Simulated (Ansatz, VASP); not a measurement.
One calculation of AlN, two programs

INCAR

```
PREC = Accurate
ENCUT = 520
EDIFF = 1E-6
ISMEAR = -1
SIGMA = 0.05
LREAL = F
LASPH = T
NELM = 60
ALGO = Normal
ISIF = 2
LWAVE = F
LCHARG = F
GGA = PE
ALDAC = 0.0
AGGAC = 0.0
NBANDS = 16
```

File KPOINTS:

```
regular mesh
0
Gamma
  10 10 6
```

File POSCAR:

```
AlN
1.0
    3.1539652241      0.0000000000      0.0000000000
   -1.5769826120      2.7314140067      0.0000000000
    0.0000000000      0.0000000000      5.0465469904
Al N
2 2
Direct
    0.6666666667      0.3333333333      0.5000000000
    0.3333333333      0.6666666667      0.0000000000
    0.6666666667      0.3333333333      0.8800000000
    0.3333333333      0.6666666667      0.3800000000
```

File input.yaml:

```yaml
crystal:
  lattice:
    - [3.1539652241, 0.0, 0.0]
    - [-1.576982612, 2.7314140067, 0.0]
    - [0.0, 0.0, 5.0465469904]
  atoms:
    - { symbol: Al, position: [0.6666666667, 0.3333333333, 0.5] }
    - { symbol: Al, position: [0.3333333333, 0.6666666667, 0.0] }
    - { symbol: "N", position: [0.6666666667, 0.3333333333, 0.88] }
    - { symbol: "N", position: [0.3333333333, 0.6666666667, 0.38] }
hamiltonian:
  xc: { exchange: pbe, correlation: none }
  pseudopotentials: { kind: paw }
kpoints:
  mp_grid: { grid: [10, 10, 6] }
scf:
  occupations: { method: fermi_dirac, width: 0.05 }
output:
  forces: true
  stress: true
  eigenvalues: true
  write_density: true
  write_potential: true
  elf: true
  volumetric_format: npy
```

Alike in both runs: task single point; functional PBE exchange alone; k mesh 10 × 10 × 6; occupations fermi-dirac, width 0.05 eV; no spin polarisation.

|  | VASP | Ansatz |
| --- | --- | --- |
| version | VASP 6.6.1 | Ansatz 0.2.0 |
| potentials or method | VASP PAW PBE potentials, release 64 (Al, N) | Ansatz PAW |
| plane-wave cutoff (eV) | 520 | 420 |
| valence electrons in the cell | 16 | 16 |

Ansatz gave:

```
gap on the k mesh at the Fermi level (eV)                     : 4.19
least direct gap on the mesh (eV)                             : 4.19
pressure (GPa)                                                : 9.4
traceless stress, the component that is largest in VASP (GPa) : 1.57
rms of the force components (eV/Å)                            : 0.054
```

Task: Estimate VASP's values.

Result: gap on the k mesh at the Fermi level (eV): 4.18; least direct gap on the mesh (eV): 4.18; pressure (GPa): 9.7; traceless stress, the component that is largest in VASP (GPa): 1.61; rms of the force components (eV/Å): 0.055.

VASP's potentials were made for PBE, not for PBE exchange alone. Atom by atom the forces differ by 0.000 eV/Å (rms over components). With one functional, cell and mesh, what is left measures potentials, basis and numerics.
